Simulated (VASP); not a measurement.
Ru:

```
Ru
1.0
     2.44628    0.00000    0.00000
     0.00000    2.44628    0.00000
     0.00000    0.00000    2.44628
Ru
1
Direct
  0.00000 0.00000 0.00000
```

```yaml
Program: VASP 6.6.1
Task: relaxation of cell and atoms
Functional: r2SCAN
Potentials_or_basis: VASP PAW PBE potentials, release 64 (Ru_pv)
Cutoff: 600 eV
k_mesh: 13 × 13 × 13
Occupations: fermi-dirac, width 0.1 eV
Spin: no spin polarisation
```

At the start: pressure 16.6 GPa; volume 14.64 Å³/atom.

Problem. How do energy, volume and symmetry change on relaxing?

Solution. Over 4 steps the energy falls by 44.4 meV/atom and the volume is 15.55 Å³/atom (+6.2 %); space group Pm-3m (No. 221, to 0.05 Å).

Step by step:
```
step  energy change (eV)  largest force (eV/Å)  pressure (GPa)  volume (Å³)
   1              0.0000                0.0000           16.63        14.64
   2              0.1894                0.0000          -25.22        18.10
   3             -0.0442                0.0000           -0.82        15.60
   4             -0.0444                0.0000           -0.07        15.55
```

Final structure:
```yaml
crystal:
  lattice:
    - [2.49606, 0.00000, 0.00000]
    - [0.00000, 2.49606, 0.00000]
    - [0.00000, 0.00000, 2.49606]
  atoms:
    - { symbol: Ru, position: [0.00000, 0.00000, 0.00000] }
```

Caveat: the PAW data sets were made with another functional, which shifts forces and pressure a little.
